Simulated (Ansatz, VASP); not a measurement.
## CsBe3Ag: VASP beside Ansatz

INCAR

```
SYSTEM = CsBe3Ag
ALGO     = Normal         ! electronic algorithm
EDIFF    = 1E-6           ! SCF threshold, eV
EDIFFG   = -0.04          ! ionic threshold
ENCUT    = 600            ! plane-wave cutoff, eV
GGA      = PE             ! functional
IBRION   = 2              ! ionic algorithm
ISIF     = 3              ! what is computed and relaxed
ISMEAR   = 0              ! smearing method
LASPH    = .TRUE.         ! aspherical terms in the spheres
LCHARG   = .FALSE.        ! write CHGCAR
LREAL    = .FALSE.        ! projectors in reciprocal space
LWAVE    = .FALSE.        ! write WAVECAR
NELM     = 60             ! most SCF steps
NSW      = 90             ! ionic steps
PREC     = Accurate       ! precision mode
SIGMA    = 0.1            ! smearing width, eV
```

File KPOINTS:

```
k-points
0
G
  4 4 4
  0 0 0
```

File POSCAR:

```
CsBe3Ag
1.0
    4.0366661600      0.0000000000      0.0000000000
    0.0000000000      4.0366661600      0.0000000000
    0.0000000000      0.0000000000      6.3439384500
Cs Be Ag
1 3 1
Direct
    0.0000000000      0.0000000000      0.0000000000
    0.0000000000      0.5000000000      0.5000000000
    0.5000000000      0.0000000000      0.5000000000
    0.5000000000      0.5000000000      0.5000000000
    0.0000000000      0.0000000000      0.5000000000
```

Input for Ansatz:

```yaml
crystal:
  lattice:
    - [4.03666616, 0.0, 0.0]
    - [0.0, 4.03666616, 0.0]
    - [0.0, 0.0, 6.34393845]
  atoms:
    - { symbol: Cs, position: [0.0, 0.0, 0.0] }
    - { symbol: Be, position: [0.0, 0.5, 0.5] }
    - { symbol: Be, position: [0.5, 0.0, 0.5] }
    - { symbol: Be, position: [0.5, 0.5, 0.5] }
    - { symbol: Ag, position: [0.0, 0.0, 0.5] }
basis:
  ecutwfc: 420
kpoints:
  mp_grid: { grid: [4, 4, 4] }
hamiltonian:
  xc: pbe
scf:
  occupations: { method: gaussian, width: 0.1 }
  lower_state_search: "off"
output:
  forces: true
  stress: true
  eigenvalues: true
relax:
  adjacent_minimum: "off"
  f_tol: 0.04
  max_steps: 70
  cell: { stress_tol: 0.4 }
```

Alike in both runs: task relaxation of cell and atoms; functional PBE; k mesh 4 × 4 × 4; occupations gaussian, width 0.1 eV; no spin polarisation.

```csv
,VASP,Ansatz
version,VASP 6.6.1,Ansatz 0.2.0
potentials or method,"VASP PAW PBE potentials, release 64 (Cs_sv, Be, Ag), cutoff 600 eV","scalar-relativistic, plane waves, PAW"
valence electrons in the cell,26,34
```

```tsv
	VASP	Ansatz	Ansatz less VASP
gap on the k mesh at the Fermi level, each at its own relaxed structure (eV)	none	none	-
relaxed volume (Å³/atom)	27.19	26.95	-0.239
relaxed cell length with the largest relative difference (Å)	4.412	4.397	-0.0143
```

A gap of «none» marks a metal or a gap that the smearing closes. VASP's potentials hold 26 valence electrons a cell and Ansatz's 34, so a difference there can come from the potentials and not from the codes.

The k mesh is coarse, so the values compare programs but aren't converged. Spin-orbit coupling is off throughout. Noted on VASP's run: the volume moved by over 15 % at a fixed basis, so the end points are rough.
